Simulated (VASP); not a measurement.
Crystal: SnO2.

```
Sn O
1.0
     4.76482    0.00000    0.00000
     0.00000    4.76482    0.00000
     0.00000    0.00000    3.20750
Sn O
2 4
Direct
  0.50000 0.50000 0.50000
  0.00000 0.00000 0.00000
  0.19403 0.80597 0.50000
  0.80597 0.19403 0.50000
  0.30597 0.30597 0.00000
  0.69403 0.69403 0.00000
```

- Program: VASP 6.6.1
- Task: relaxation of cell and atoms
- Functional: PBE
- Potentials or basis: VASP PAW PBE potentials, release 64 (Sn_d, O)
- Cutoff: 600 eV
- k mesh: 6 × 6 × 8
- Occupations: gaussian, width 0.02 eV
- Spin: no spin polarisation

At the start: pressure 7.3 GPa; volume 12.14 Å³/atom.

Task: How do energy, volume and symmetry change on relaxing?

Result: Over 13 steps the energy falls by 10.1 meV/atom and the volume is 12.61 Å³/atom (+3.9 %); space group P4_2/mnm (No. 136, to 0.05 Å).

The path:
| step | energy change (eV) | largest force (eV/Å) | pressure (GPa) | volume (Å³) |
| --- | --- | --- | --- | --- |
| 1 | 0.0000 | 0.0408 | 7.28 | 72.82 |
| 2 | 0.0188 | 0.2360 | -7.02 | 78.79 |
| 3 | -0.0587 | 0.1010 | 0.01 | 75.51 |
| 4 | -0.0587 | 0.0984 | 0.14 | 75.45 |
| 5 | -0.0605 | 0.0096 | 0.10 | 75.57 |
| 6 | -0.0605 | 0.0110 | 0.08 | 75.59 |
| 7 | -0.0605 | 0.0116 | 0.09 | 75.60 |
| 8 | -0.0605 | 0.0165 | 0.07 | 75.60 |
| 9 | -0.0606 | 0.0061 | -0.06 | 75.67 |
| 10 | -0.0606 | 0.0075 | -0.03 | 75.66 |
| 11 | -0.0606 | 0.0066 | -0.02 | 75.67 |
| 12 | -0.0606 | 0.0059 | -0.03 | 75.67 |
| 13 | -0.0606 | 0.0020 | 0.04 | 75.64 |

Final structure:
```yaml
crystal:
  lattice:
    - [4.83042, 0.00000, 0.00000]
    - [0.00000, 4.83042, 0.00000]
    - [0.00000, 0.00000, 3.24195]
  atoms:
    - { symbol: Sn, position: [0.50000, 0.50000, 0.50000] }
    - { symbol: Sn, position: [0.00000, 0.00000, 0.00000] }
    - { symbol: O, position: [0.19345, 0.80655, 0.50000] }
    - { symbol: O, position: [0.80655, 0.19345, 0.50000] }
    - { symbol: O, position: [0.30655, 0.30655, 0.00000] }
    - { symbol: O, position: [0.69345, 0.69345, 0.00000] }
```
